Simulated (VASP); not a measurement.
# GaPt2F (P6/mmm) in VASP: a series of runs, part 3 of 4

VASP 6.6.1. Earlier steps stand in the parts before.

**5. Single point, PBE**

This run uses another cell than the first one, of 15.46 Å³/atom.

File INCAR:

```
PREC = Accurate ; ENCUT = 520
EDIFF = 1E-7 ; ISMEAR = 0
SIGMA = 0.1 ; LREAL = F
LASPH = T ; NELM = 100
ALGO = Normal ; ISIF = 2
LWAVE = F ; LCHARG = F
GGA = PE ; NBANDS = 28
```

File KPOINTS:

```
Automatic mesh
0
Gamma
  18 18 6
```

File POSCAR:

```
GaPt2F
1.0
    2.8276550224      0.0000000000      0.0000000000
   -1.4138275112      2.4488210825      0.0000000000
    0.0000000000      0.0000000000      8.9319478767
Ga Pt F
1 2 1
Direct
    0.0000000000      0.0000000000      0.0000000000
    0.0000000000      0.0000000000      0.2630409288
    0.0000000000      0.0000000000      0.7369590712
    0.0000000000      0.0000000000      0.5000000000
```

Potentials or basis: VASP PAW PBE potentials, release 64 (Ga_d, Pt, F).

On the command line:

```console
> cat potpaw_PBE.64/Ga_d/POTCAR potpaw_PBE.64/Pt/POTCAR potpaw_PBE.64/F/POTCAR > POTCAR
> mpirun -np 1 vasp_std > vasp.out
```

OUTCAR:

```text
PREC = Accurate
   ENCUT = 520
   EDIFF = 1E-7
   ISMEAR = 0
   LREAL = F
   LASPH = T
   NELM = 100
   ISIF = 2
   GGA = PE

 ion  position               nearest neighbor table
   1  0.000  0.000  0.000-   2 2.35   3 2.35
   2  0.000  0.000  0.263-   4 2.12   1 2.35
   3  0.000  0.000  0.737-   4 2.12   1 2.35
   4  0.000  0.000  0.500-   2 2.12   3 2.12

  LATTYP: Found a hexagonal cell.
 ALAT       =     2.8276550224
 C/A-ratio  =     3.1587827390

[... 939 lines left out ...]

  FORCE on cell =-STRESS in cart. coord.  units (eV):
  Direction    XX          YY          ZZ          XY          YZ          ZX
  --------------------------------------------------------------------------------------
  -------------------------------------------------------------------------------------
  Total       -0.0766737     -0.0766737      0.0862337     -0.0000000      0.0000000     -0.0000000
  in kB       -1.9862210     -1.9862210      2.2338710     -0.0000000      0.0000000     -0.0000000
  external PRESSURE =      -0.5795237 kB  Pullay stress =       0.0000000 kB

 VOLUME and BASIS-vectors are now :
 -----------------------------------------------------------------------------
  energy-cutoff  :      520.00
  volume of cell :       61.85
      direct lattice vectors                 reciprocal lattice vectors
     2.827655022  0.000000000  0.000000000     0.353649930  0.204179882  0.000000000
    -1.413827511  2.448821082  0.000000000     0.000000000  0.408359764  0.000000000
     0.000000000  0.000000000  8.931947877     0.000000000  0.000000000  0.111957662

 POSITION                                       TOTAL-FORCE (eV/Angst)
 -----------------------------------------------------------------------------------
      0.00000      0.00000      0.00000         0.000000      0.000000      0.000000
      0.00000      0.00000      2.34947        -0.000000     -0.000000      0.007976
      0.00000      0.00000      6.58248         0.000000      0.000000     -0.007976
      0.00000      0.00000      4.46597         0.000000      0.000000      0.000000
 -----------------------------------------------------------------------------------
    total drift:                                0.000000      0.000000      0.000000

  FREE ENERGIE OF THE ION-ELECTRON SYSTEM (eV)
  ---------------------------------------------------
  free  energy   TOTEN  =       -18.5212990299 eV

  energy  without entropy=      -18.5069596502  energy(sigma->0) =      -18.51412934
```

OSZICAR:

```text
N       E                     dE             d eps       ncg     rms          rms(c)
DAV:   1     0.345574117500E+03    0.34557E+03   -0.20015E+04  9368   0.207E+03
DAV:   2     0.152077642204E+02   -0.33037E+03   -0.31245E+03  9068   0.501E+02
DAV:   3    -0.198234481720E+02   -0.35031E+02   -0.34096E+02  9260   0.125E+02
DAV:   4    -0.208208199389E+02   -0.99737E+00   -0.99389E+00  9484   0.225E+01
DAV:   5    -0.208413537918E+02   -0.20534E-01   -0.20529E-01  9648   0.303E+00    0.146E+01
DAV:   6    -0.188747806878E+02    0.19666E+01   -0.87370E+00  8884   0.214E+01    0.831E+00
DAV:   7    -0.185936884602E+02    0.28109E+00   -0.12945E+00 10160   0.995E+00    0.474E+00
DAV:   8    -0.185289546429E+02    0.64734E-01   -0.29341E-01  9032   0.373E+00    0.161E+00
DAV:   9    -0.185221628475E+02    0.67918E-02   -0.26145E-02 11368   0.157E+00    0.353E-01
DAV:  10    -0.185213626107E+02    0.80024E-03   -0.99499E-03  9208   0.778E-01    0.818E-02
DAV:  11    -0.185212826045E+02    0.80006E-04   -0.59705E-04  9888   0.234E-01    0.405E-02
DAV:  12    -0.185212958214E+02   -0.13217E-04   -0.64955E-05 10668   0.698E-02    0.164E-02
DAV:  13    -0.185212988578E+02   -0.30364E-05   -0.77268E-06  9216   0.217E-02    0.655E-03
DAV:  14    -0.185212990216E+02   -0.16375E-06   -0.61004E-07  9660   0.719E-03    0.104E-03
DAV:  15    -0.185212990299E+02   -0.83464E-08   -0.97783E-08  6340   0.232E-03
   1 F= -.18521299E+02 E0= -.18514129E+02  d E =-.143394E-01
```

Run time: 4.1 min. Hardware: 1 thread of AMD EPYC 7R43 (Zen 3), shared host; peak memory 0.33 GiB.

What came out:

```
Free energy            : -18.5213 eV
Pressure               : -0.1 GPa
Largest force          : 0.008 eV/Å
Band gap on the k mesh : zero (bands 20 and 21 overlap by 1.66 eV)
```

Forces on the atoms (eV/Å):
```
Ga   0.000  0.000  0.000
Pt   0.000  0.000  0.008
Pt   0.000  0.000 -0.008
F    0.000  0.000  0.000
```

Caveat: spin-orbit coupling is left out, which moves the levels of the heavy elements.

**6. Relaxation of cell and atoms, PBE**

This run uses another cell than the first one, of 15.52 Å³/atom.

File INCAR:

```
SYSTEM = GaPt2F
ALGO     = Normal         ! electronic algorithm
EDIFF    = 1E-6           ! SCF threshold, eV
EDIFFG   = -0.01          ! ionic threshold
ENCUT    = 600            ! plane-wave cutoff, eV
GGA      = PE             ! functional
IBRION   = 2              ! ionic algorithm
ISIF     = 3              ! what is computed and relaxed
ISMEAR   = 0              ! smearing method
LASPH    = .TRUE.         ! aspherical terms in the spheres
LCHARG   = .FALSE.        ! write CHGCAR
LREAL    = .FALSE.        ! projectors in reciprocal space
LWAVE    = .FALSE.        ! write WAVECAR
NELM     = 100            ! most SCF steps
NSW      = 100            ! ionic steps
PREC     = Accurate       ! precision mode
SIGMA    = 0.1            ! smearing width, eV
```

File KPOINTS:

```
k-points
0
G
  18 18 6
  0 0 0
```

File POSCAR:

```
GaPt2F
1.0
    2.8420476706      0.0000000000      0.0000000000
   -1.4210238353      2.4612854815      0.0000000000
    0.0000000000      0.0000000000      8.8761822833
Ga Pt F
1 2 1
Direct
    0.0000000000      0.0000000000      0.0000000000
    0.0000000000      0.0000000000      0.2621320730
    0.0000000000      0.0000000000      0.7378679270
    0.0000000000      0.0000000000      0.5000000000
```

Potentials or basis: VASP PAW PBE potentials, release 64 (Ga_d, Pt, F).

On the command line:

```console
> cat potpaw_PBE.64/Ga_d/POTCAR potpaw_PBE.64/Pt/POTCAR potpaw_PBE.64/F/POTCAR > POTCAR
> mpirun -np 1 vasp_std > vasp.out
```

OUTCAR:

```text
SYSTEM = GaPt2F
   EDIFF = 1E-6
   EDIFFG = -0.01
   ENCUT = 600
   GGA = PE
   IBRION = 2
   ISIF = 3
   ISMEAR = 0
   LASPH = .TRUE.
   LREAL = .FALSE.
   NELM = 100
   NSW = 100
   PREC = Accurate

 ion  position               nearest neighbor table
   1  0.000  0.000  0.000-   2 2.33   3 2.33
   2  0.000  0.000  0.262-   4 2.11   1 2.33
   3  0.000  0.000  0.738-   4 2.11   1 2.33
   4  0.000  0.000  0.500-   2 2.11   3 2.11

  LATTYP: Found a hexagonal cell.
 ALAT       =     2.8420476706
 C/A-ratio  =     3.1231644617

  Lattice vectors:

 A1 = (   2.8420476706,   0.0000000000,   0.0000000000)
 A2 = (  -1.4210238353,   2.4612854815,   0.0000000000)
 A3 = (   0.0000000000,   0.0000000000,   8.8761822833)

Analysis of symmetry for initial positions (statically):
=====================================================================
 Subroutine PRICEL returns:
 Original cell was already a primitive cell.

 Routine SETGRP: Setting up the symmetry group for a
 hexagonal supercell.

 Subroutine GETGRP returns: Found 24 space group operations
 (whereof 24 operations were pure point group operations)
 out of a pool of 24 trial point group operations.

The static configuration has the point symmetry D_6h.

Analysis of symmetry for dynamics (positions and initial velocities):
=====================================================================
 Subroutine PRICEL returns:
 Original cell was already a primitive cell.

 Routine SETGRP: Setting up the symmetry group for a
 hexagonal supercell.

 Subroutine GETGRP returns: Found 24 space group operations
 (whereof 24 operations were pure point group operations)
 out of a pool of 24 trial point group operations.

The dynamic configuration has the point symmetry D_6h.

 Subroutine INISYM returns: Found 24 space group operations
 (whereof 24 operations are pure point group operations),
 and found     1 'primitive' translations

----------------------------------------------------------------------------------------

                                     Primitive cell

  volume of cell :      62.0897

  direct lattice vectors                    reciprocal lattice vectors
     2.842047671  0.000000000  0.000000000     0.351858982  0.203145878  0.000000000
    -1.421023835  2.461285482  0.000000000     0.000000000  0.406291756  0.000000000
     0.000000000  0.000000000  8.876182283     0.000000000  0.000000000  0.112661048

  length of vectors
     2.842047671  2.842047671  8.876182283     0.406291756  0.406291756  0.112661048

  position of ions in fractional coordinates (direct lattice)
     0.000000000  0.000000000  0.000000000
     0.000000000  0.000000000  0.262132073
     0.000000000  0.000000000  0.737867927
     0.000000000  0.000000000  0.500000000

  ion indices of the primitive-cell ions
   primitive index   ion index
                 1           1
                 2           2
                 3           3
                 4           4

----------------------------------------------------------------------------------------

[... 31 lines left out ...]
  0.277778  0.000000  0.000000      6.000000
[... 16 lines left out ...]
  0.333333  0.111111  0.000000     12.000000
  0.388889  0.111111  0.000000     12.000000
 [... further k-points ...]
   k-points           NKPTS =    148   k-points in BZ     NKDIM =    148   number of bands    NBANDS=     24
   number of dos      NEDOS =    301   number of ions     NIONS =      4
   total plane-waves  NPLWV =  41472
   dimension x,y,z NGX =    24 NGY =   24 NGZ =   72
   dimension x,y,z NGXF=    48 NGYF=   48 NGZF=  144
   ions per type =               1   2   1
   NGX,Y,Z   is equivalent  to a cutoff of  14.04, 14.04, 13.49 a.u.
   NGXF,Y,Z  is equivalent  to a cutoff of  28.08, 28.08, 26.97 a.u.
 SYSTEM =  GaPt2F
   PREC   = accura    normal or accurate (medium, high low for compatibility)
   ISTART =      0    job   : 0-new  1-cont  2-samecut
   ICHARG =      2    charge: 1-file 2-atom 10-const
   ISPIN  =      1    spin polarized calculation?
   LNONCOLLINEAR =      F non collinear calculations
   LSORBIT =      F    spin-orbit coupling
   LASPH  =      T    aspherical Exc in radial PAW
   ENCUT  =  600.0 eV  44.10 Ry    6.64 a.u.   5.68  5.68 17.73*2*pi/ulx,y,z
   NELM   =    100;   NELMIN=  2; NELMDL= -5     # of ELM steps
   EDIFF  = 0.1E-05   stopping-criterion for ELM
   LREAL  =      F    real-space projection
   EDIFFG = -.1E-01   stopping-criterion for IOM
   NSW    =    100    number of steps for IOM
   IBRION =      2    ionic relax: 0-MD 1-quasi-New 2-CG
   NFREE  =      1    steps in history (QN), initial steepest desc. (CG)
   ISIF   =      3    stress and relaxation
   ISYM   =      2    0-nonsym 1-usesym 2-fastsym
   POTIM  = 0.5000    time-step for ionic-motion
   TEBEG  =    0.0;   TEEND  =   0.0 temperature during run
   PSTRESS=    0.0 pullay stress
   NELECT =      40.0000    total number of electrons
   NUPDOWN=      -1.0000    fix difference up-down
   EMIN   =  10.00;   EMAX   =-10.00  energy-range for DOS
   EFERMI =   0.00;   METHOD = LEGACY
   ISMEAR =     0;   SIGMA  =   0.10  broadening in eV -4-tet -1-fermi 0-gaus
   EFERMI_NEDOS =   21; number of points for ismear=-14 and -15
   IALGO  =     38    algorithm
   IMIX   =      4    mixing-type and parameters
     AMIX     =   0.40;   BMIX     =  1.00
     AMIX_MAG =   1.60;   BMIX_MAG =  1.00
  volume/ion in A,a.u.               =      15.52       104.75
  Fermi-wavevector in a.u.,A,eV,Ry     =   1.413910  2.671902 27.199956  1.999140
  Thomas-Fermi vector in A             =   2.535506
   LORBIT       =      0    0 simple, 1 ext, 2 COOP (PROOUT), +10 PAW based schemes
   GGA     = PE    functional components
   LHFCALC =     F    Hartree Fock is set to
   AEXX    =    0.0000 exact exchange contribution
   IVDW    =     0    specifies the selected vdW correction
   LEPSILON=     F    determine dielectric tensor
   LRPA    =     F    only Hartree local field effects (RPA)
 conjugate gradient relaxation of ions
 non-spin polarized calculation
 Gauss-broadening in eV      SIGMA  =   0.10
  energy-cutoff  :      600.00
  volume of cell :       62.09
 maximum number of plane-waves:      2099
 NGX is ok and might be reduce to    24
   NGX = 11   NGY = 11   NGZ = 35

--------------------------------------- Ionic step        1  -------------------------------------------

 number of electron      40.0000002 magnetization

 Free energy of the ion-electron system (eV)
  ---------------------------------------------------
  ext. energy  EPLUGINS =         0.00000000
  ---------------------------------------------------
  free energy    TOTEN  =       -18.51599977 eV

  energy without entropy =      -18.50158372  energy(sigma->0) =      -18.50879174

------------------------ aborting loop because EDIFF is reached ----------------------------------------

  FORCE on cell =-STRESS in cart. coord.  units (eV):
  Direction    XX          YY          ZZ          XY          YZ          ZX
  --------------------------------------------------------------------------------------
  -------------------------------------------------------------------------------------
  Total       -0.3272197     -0.3272197      1.2276321      0.0000000     -0.0000000      0.0000000
  in kB       -8.4436543     -8.4436543     31.6781091      0.0000000     -0.0000000      0.0000000
  external PRESSURE =       4.9302668 kB  Pullay stress =       0.0000000 kB
[... 215 lines left out ...]
--------------------------------------- Ionic step        7  -------------------------------------------

 number of electron      40.0000010 magnetization

 Free energy of the ion-electron system (eV)
  ---------------------------------------------------
  ext. energy  EPLUGINS =         0.00000000
  ---------------------------------------------------
  free energy    TOTEN  =       -18.52328714 eV

  energy without entropy =      -18.50899375  energy(sigma->0) =      -18.51614044

 E-fermi :   6.3454     XC(G=0): -11.7697

 val. band max:        6.3409373655   @ k =   0.2778   0.2222   0.0000
 cond. band min:       6.3569706382   @ k =   0.3889   0.0556   0.0000
 fundamental gap:      0.0160332727
 Fermi energy:         6.3454199172

 k-point     1 :       0.0000    0.0000    0.0000
  band No.  band energies     occupation
      1     -15.8243      2.00000
      2      -8.7181      2.00000
      3      -8.7083      2.00000
      4      -8.7083      2.00000
      5      -8.3784      2.00000
      6      -8.3784      2.00000
[... 637 lines left out ...]
     23      10.2685      0.00000
     24      11.3368      0.00000

 [... further k-points ...]

------------------------ aborting loop because EDIFF is reached ----------------------------------------

  FORCE on cell =-STRESS in cart. coord.  units (eV):
  Direction    XX          YY          ZZ          XY          YZ          ZX
  --------------------------------------------------------------------------------------
  -------------------------------------------------------------------------------------
  Total       -0.0089501     -0.0089501     -0.0323125      0.0000000      0.0000000      0.0000000
  in kB       -0.2321772     -0.2321772     -0.8382280      0.0000000      0.0000000      0.0000000
  external PRESSURE =      -0.4341941 kB  Pullay stress =       0.0000000 kB
[... 19 lines left out ...]
  FREE ENERGIE OF THE ION-ELECTRON SYSTEM (eV)
  ---------------------------------------------------
  free  energy   TOTEN  =       -18.5232871373 eV

  energy  without entropy=      -18.5089937479  energy(sigma->0) =      -18.51614044

 reached required accuracy - stopping structural energy minimisation
```

Wall time 12 min (1 thread of AMD EPYC 7R43 (Zen 3), shared host); peak memory 0.39 GiB.

Results:

- Free energy: -18.5233 eV
- Relaxed volume: 15.44 Å³/atom
- Relaxed cell: a = 2.825 Å, b = 2.825 Å, c = 8.938 Å, α = 90.00°, β = 90.00°, γ = 120.00°
- Space group after relaxing (to 0.1 Å): P6/mmm (No. 191)
- Energy gained by relaxing: 1.8 meV/atom
- Ionic steps: 7
- Pressure after relaxing: 0.0 GPa
- Band gap on the k mesh: zero (bands 20 and 21 overlap by 1.66 eV)

Forces in eV/Å, atoms in the order of the input:
```
Ga   0.000  0.000  0.000
Pt   0.000  0.000 -0.003
Pt   0.000  0.000  0.003
F    0.000  0.000  0.000
```

The path:
```csv
step,energy change (eV),largest force (eV/Å),pressure (GPa),volume (Å³)
1,0.0000,0.1340,0.49,62.09
2,0.0007,0.0483,-2.19,62.51
3,-0.0052,0.0859,-0.88,62.29
4,-0.0072,0.0211,0.12,61.70
5,-0.0072,0.0271,0.00,61.75
6,-0.0073,0.0257,0.07,61.74
7,-0.0073,0.0027,-0.04,61.76
```

Final structure:
```yaml
crystal:
  lattice:
    - [2.82466, 0.00000, 0.00000]
    - [-1.41233, 2.44623, 0.00000]
    - [0.00000, 0.00000, 8.93832]
  atoms:
    - { symbol: Ga, position: [0.00000, 0.00000, 0.00000] }
    - { symbol: Pt, position: [0.00000, 0.00000, 0.26316] }
    - { symbol: Pt, position: [0.00000, 0.00000, 0.73684] }
    - { symbol: F, position: [0.00000, 0.00000, 0.50000] }
```

Levels at points of the mesh, in eV from the Fermi level:
| k point | band 17 | band 18 | band 19 | band 20 | band 21 | band 22 | band 23 | band 24 |
| --- | --- | --- | --- | --- | --- | --- | --- | --- |
| (0.00, 0.00, 0.00) | -2.37 | -0.95 | -0.95 | -0.41 | -0.41 | 0.11 | 5.42 | 6.00 |
| (0.50, 0.00, 0.00) | -0.87 | -0.64 | 0.39 | 0.39 | 0.76 | 1.86 | 3.77 | 3.82 |
| (0.00, 0.00, 0.50) | -2.36 | -1.03 | -1.03 | -0.34 | -0.34 | 2.48 | 2.52 | 7.76 |
| (0.50, 0.00, 0.50) | -1.42 | -0.76 | 0.39 | 0.39 | 1.78 | 2.43 | 3.48 | 3.74 |

Caveat: spin-orbit coupling is left out, which moves the levels of the heavy elements.

(Part 3 of 4 ends here.)
